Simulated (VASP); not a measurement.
# AlRu (Pm-3m) in VASP: further runs, part 4 of 4

VASP 6.6.1. Earlier steps stand in the parts before.

**6. Relaxation of cell and atoms, PBE**

This run uses another cell than the first one, of 13.56 Å³/atom, 1.022 times its volume.

INCAR

```
SYSTEM = AlRu
  PREC = Accurate
  ENCUT = 600
  EDIFF = 1E-7
  ISMEAR = 0
  SIGMA = 0.1
  LREAL = .False.
  LASPH = .True.
  NELM = 60
  ALGO = Normal
  ISIF = 3
  LWAVE = .False.
  LCHARG = .False.
  GGA = PE
  IBRION = 2
  NSW = 90
  EDIFFG = -0.04
```

KPOINTS

```
Automatic mesh
0
Gamma
  6 6 6
  0 0 0
```

POSCAR

```
AlRu
1.0
    3.0045263507      0.0000000000      0.0000000000
    0.0000000000      3.0045263507      0.0000000000
    0.0000000000      0.0000000000      3.0045263507
Al Ru
1 1
Direct
    0.0000000000      0.0000000000      0.0000000000
    0.5000000000      0.5000000000      0.5000000000
```

Potentials or basis: VASP PAW PBE potentials, release 64 (Al, Ru_pv).

Launch:

```console
cat potpaw_PBE.64/Al/POTCAR potpaw_PBE.64/Ru_pv/POTCAR > POTCAR
mpirun -np 1 vasp_std > vasp.out
```

OUTCAR:

```text
SYSTEM = AlRu
   PREC = Accurate
   ENCUT = 600
   EDIFF = 1E-7
   ISMEAR = 0
   LREAL = .False.
   LASPH = .True.
   NELM = 60
   ISIF = 3
   GGA = PE
   IBRION = 2
   NSW = 90
   EDIFFG = -0.04

 ion  position               nearest neighbor table
   1  0.000  0.000  0.000-   2 2.60   2 2.60   2 2.60   2 2.60   2 2.60   2 2.60   2 2.60   2 2.60

   2  0.500  0.500  0.500-   1 2.60   1 2.60   1 2.60   1 2.60   1 2.60   1 2.60   1 2.60   1 2.60

  LATTYP: Found a simple cubic cell.
 ALAT       =     3.0045263507

  Lattice vectors:

 A1 = (   3.0045263507,   0.0000000000,   0.0000000000)
 A2 = (   0.0000000000,   3.0045263507,   0.0000000000)
 A3 = (   0.0000000000,   0.0000000000,   3.0045263507)

Analysis of symmetry for initial positions (statically):
=====================================================================
 Subroutine PRICEL returns:
 Original cell was already a primitive cell.

 Routine SETGRP: Setting up the symmetry group for a
 simple cubic supercell.

 Subroutine GETGRP returns: Found 48 space group operations
 (whereof 48 operations were pure point group operations)
 out of a pool of 48 trial point group operations.

The static configuration has the point symmetry O_h .

Analysis of symmetry for dynamics (positions and initial velocities):
=====================================================================
 Subroutine PRICEL returns:
 Original cell was already a primitive cell.

 Routine SETGRP: Setting up the symmetry group for a
 simple cubic supercell.

 Subroutine GETGRP returns: Found 48 space group operations
 (whereof 48 operations were pure point group operations)
 out of a pool of 48 trial point group operations.

The dynamic configuration has the point symmetry O_h .

 Subroutine INISYM returns: Found 48 space group operations
 (whereof 48 operations are pure point group operations),
 and found     1 'primitive' translations

----------------------------------------------------------------------------------------

                                     Primitive cell

  volume of cell :      27.1224

  direct lattice vectors                    reciprocal lattice vectors
     3.004526351  0.000000000  0.000000000     0.332831163  0.000000000  0.000000000
     0.000000000  3.004526351  0.000000000     0.000000000  0.332831163  0.000000000
     0.000000000  0.000000000  3.004526351     0.000000000  0.000000000  0.332831163

  length of vectors
     3.004526351  3.004526351  3.004526351     0.332831163  0.332831163  0.332831163

  position of ions in fractional coordinates (direct lattice)
     0.000000000  0.000000000  0.000000000
     0.500000000  0.500000000  0.500000000

  ion indices of the primitive-cell ions
   primitive index   ion index
                 1           1
                 2           2

----------------------------------------------------------------------------------------

 KPOINTS: Automatic mesh

Automatic generation of k-mesh.
[... 26 lines left out ...]
  0.500000  0.000000  0.000000      3.000000
  0.166667  0.166667  0.000000     12.000000
  0.333333  0.166667  0.000000     24.000000
[... 12 lines left out ...]
  0.500000  0.500000  0.333333      6.000000
  0.500000  0.500000  0.500000      1.000000
   k-points           NKPTS =     20   k-points in BZ     NKDIM =     20   number of bands    NBANDS=     12
   number of dos      NEDOS =    301   number of ions     NIONS =      2
   total plane-waves  NPLWV =  13824
   dimension x,y,z NGX =    24 NGY =   24 NGZ =   24
   dimension x,y,z NGXF=    48 NGYF=   48 NGZF=   48
   ions per type =               1   1
   NGX,Y,Z   is equivalent  to a cutoff of  13.28, 13.28, 13.28 a.u.
   NGXF,Y,Z  is equivalent  to a cutoff of  26.56, 26.56, 26.56 a.u.
 SYSTEM =  AlRu
   PREC   = accura    normal or accurate (medium, high low for compatibility)
   ISTART =      0    job   : 0-new  1-cont  2-samecut
   ICHARG =      2    charge: 1-file 2-atom 10-const
   ISPIN  =      1    spin polarized calculation?
   LNONCOLLINEAR =      F non collinear calculations
   LSORBIT =      F    spin-orbit coupling
   LASPH  =      T    aspherical Exc in radial PAW
   ENCUT  =  600.0 eV  44.10 Ry    6.64 a.u.   6.00  6.00  6.00*2*pi/ulx,y,z
   NELM   =     60;   NELMIN=  2; NELMDL= -5     # of ELM steps
   EDIFF  = 0.1E-06   stopping-criterion for ELM
   LREAL  =      F    real-space projection
   EDIFFG = -.4E-01   stopping-criterion for IOM
   NSW    =     90    number of steps for IOM
   IBRION =      2    ionic relax: 0-MD 1-quasi-New 2-CG
   NFREE  =      1    steps in history (QN), initial steepest desc. (CG)
   ISIF   =      3    stress and relaxation
   ISYM   =      2    0-nonsym 1-usesym 2-fastsym
   POTIM  = 0.5000    time-step for ionic-motion
   TEBEG  =    0.0;   TEEND  =   0.0 temperature during run
   PSTRESS=    0.0 pullay stress
   NELECT =      17.0000    total number of electrons
   NUPDOWN=      -1.0000    fix difference up-down
   EMIN   =  10.00;   EMAX   =-10.00  energy-range for DOS
   EFERMI =   0.00;   METHOD = LEGACY
   ISMEAR =     0;   SIGMA  =   0.10  broadening in eV -4-tet -1-fermi 0-gaus
   EFERMI_NEDOS =   21; number of points for ismear=-14 and -15
   IALGO  =     38    algorithm
   IMIX   =      4    mixing-type and parameters
     AMIX     =   0.40;   BMIX     =  1.00
     AMIX_MAG =   1.60;   BMIX_MAG =  1.00
  volume/ion in A,a.u.               =      13.56        91.52
  Fermi-wavevector in a.u.,A,eV,Ry     =   1.401033  2.647569 26.706798  1.962894
  Thomas-Fermi vector in A             =   2.523935
   LORBIT       =      0    0 simple, 1 ext, 2 COOP (PROOUT), +10 PAW based schemes
   GGA     = PE    functional components
   LHFCALC =     F    Hartree Fock is set to
   AEXX    =    0.0000 exact exchange contribution
   IVDW    =     0    specifies the selected vdW correction
   LEPSILON=     F    determine dielectric tensor
   LRPA    =     F    only Hartree local field effects (RPA)
 conjugate gradient relaxation of ions
 non-spin polarized calculation
 Gauss-broadening in eV      SIGMA  =   0.10
  energy-cutoff  :      600.00
  volume of cell :       27.12
 maximum number of plane-waves:       931
   NGX = 13   NGY = 13   NGZ = 13

 number of electron      16.9999996 magnetization

 Free energy of the ion-electron system (eV)
  ---------------------------------------------------
  ext. energy  EPLUGINS =         0.00000000
  ---------------------------------------------------
  free energy    TOTEN  =       -14.26102376 eV

  energy without entropy =      -14.24772559  energy(sigma->0) =      -14.25437468

 E-fermi :  10.4097     XC(G=0): -12.5022

 val. band max:       10.4063193905   @ k =   0.3333   0.1667   0.0000
 cond. band min:      10.4820956213   @ k =   0.5000   0.1667   0.0000
 fundamental gap:      0.0757762308
 Fermi energy:        10.4096573946

 k-point     1 :       0.0000    0.0000    0.0000
  band No.  band energies     occupation
      1     -31.2398      2.00000
      2     -31.2398      2.00000
      3     -31.2398      2.00000
      4       0.9339      2.00000
      5       7.0460      2.00000
      6       7.0460      2.00000
      7      10.6983      0.00004
      8      10.6983      0.00004
      9      10.6983      0.00004
     10      16.5438      0.00000
     11      16.5438      0.00000
     12      16.5438      0.00000
[... 271 lines left out ...]
 k-point    20 :       0.5000    0.5000    0.5000
  band No.  band energies     occupation
      1     -31.3916      2.00000
      2     -31.3916      2.00000
      3     -31.3916      2.00000
      4       5.9688      2.00000
      5       5.9688      2.00000
      6       5.9688      2.00000
      7      12.1315      0.00000
      8      12.1315      0.00000
      9      13.0161      0.00000
     10      14.6452      0.00000
     11      14.6452      0.00000
     12      14.6452      0.00000

------------------------ aborting loop because EDIFF is reached ----------------------------------------

  FORCE on cell =-STRESS in cart. coord.  units (eV):
  Direction    XX          YY          ZZ          XY          YZ          ZX
  --------------------------------------------------------------------------------------
  -------------------------------------------------------------------------------------
  Total       -0.0441926     -0.0441926     -0.0441926      0.0000000      0.0000000      0.0000000
  in kB       -2.6105483     -2.6105483     -2.6105483      0.0000000      0.0000000      0.0000000
  external PRESSURE =      -2.6105483 kB  Pullay stress =       0.0000000 kB

 VOLUME and BASIS-vectors are now :
 -----------------------------------------------------------------------------
  energy-cutoff  :      600.00
  volume of cell :       27.12
      direct lattice vectors                 reciprocal lattice vectors
     3.004526351  0.000000000  0.000000000     0.332831163  0.000000000  0.000000000
     0.000000000  3.004526351  0.000000000     0.000000000  0.332831163  0.000000000
     0.000000000  0.000000000  3.004526351     0.000000000  0.000000000  0.332831163

 POSITION                                       TOTAL-FORCE (eV/Angst)
 -----------------------------------------------------------------------------------
      0.00000      0.00000      0.00000         0.000000      0.000000      0.000000
      1.50226      1.50226      1.50226         0.000000      0.000000      0.000000
 -----------------------------------------------------------------------------------
    total drift:                                0.000000     -0.000000     -0.000000

  FREE ENERGIE OF THE ION-ELECTRON SYSTEM (eV)
  ---------------------------------------------------
  free  energy   TOTEN  =       -14.2610237632 eV

  energy  without entropy=      -14.2477255922  energy(sigma->0) =      -14.25437468

 reached required accuracy - stopping structural energy minimisation
```

CONTCAR:

```text
AlRu
   1.00000000000000
     3.0045263507000000    0.0000000000000000    0.0000000000000000
     0.0000000000000000    3.0045263507000000    0.0000000000000000
     0.0000000000000000    0.0000000000000000    3.0045263507000000
  Al              Ru
     1     1
Direct
     0.0000000000000000    0.0000000000000000    0.0000000000000000
     0.5000000000000000    0.5000000000000000    0.5000000000000000

  0.00000000E+00  0.00000000E+00  0.00000000E+00
  0.00000000E+00  0.00000000E+00  0.00000000E+00
```

It took 3.5 s on 1 thread of Intel Xeon 6975P-C (Granite Rapids), shared host; peak memory 0.13 GiB.

What came out:

```
Free energy             : -14.2610 eV
Pressure after relaxing : -0.3 GPa
```

Final structure:
```cif
data_structure
_symmetry_space_group_name_H-M 'P 1'
_symmetry_Int_Tables_number 1
_cell_length_a 3.0045
_cell_length_b 3.0045
_cell_length_c 3.0045
_cell_angle_alpha 90.000
_cell_angle_beta 90.000
_cell_angle_gamma 90.000
_cell_volume 27.12
loop_
_atom_site_label
_atom_site_type_symbol
_atom_site_fract_x
_atom_site_fract_y
_atom_site_fract_z
_atom_site_occupancy
Al1 Al 0.00000 0.00000 0.00000 1
Ru1 Ru 0.50000 0.50000 0.50000 1
```

Caveat: the relaxation stopped at its first step, so nothing moved.

**7. Overview**

```csv
task,cell,cutoff (eV),gap on the mesh (eV),pressure (GPa)
single point,"a = 2.982 Å, 2 atoms",520,none,4.5
single point,"a = 3.004 Å, 2 atoms",520,none,-0.1
single point,"a = 3.005 Å, 2 atoms",520,none,-0.2
relaxation of cell and atoms,"relaxed from a = 2.982 Å, 2 atoms",600,none,0.0
relaxation of cell and atoms,"relaxed from a = 3.005 Å, 2 atoms",600,none,-0.3
```

Alike in all rows: level PBE; potentials or basis VASP PAW PBE potentials, release 64 (Al, Ru_pv); no spin polarisation; k mesh 6 × 6 × 6; smearing gaussian 0.1 eV.

Caveats: the relaxation stopped at its first step, so nothing moved (some runs).

Total energies depend on the potentials used, so only differences within one code and one set of settings carry meaning.
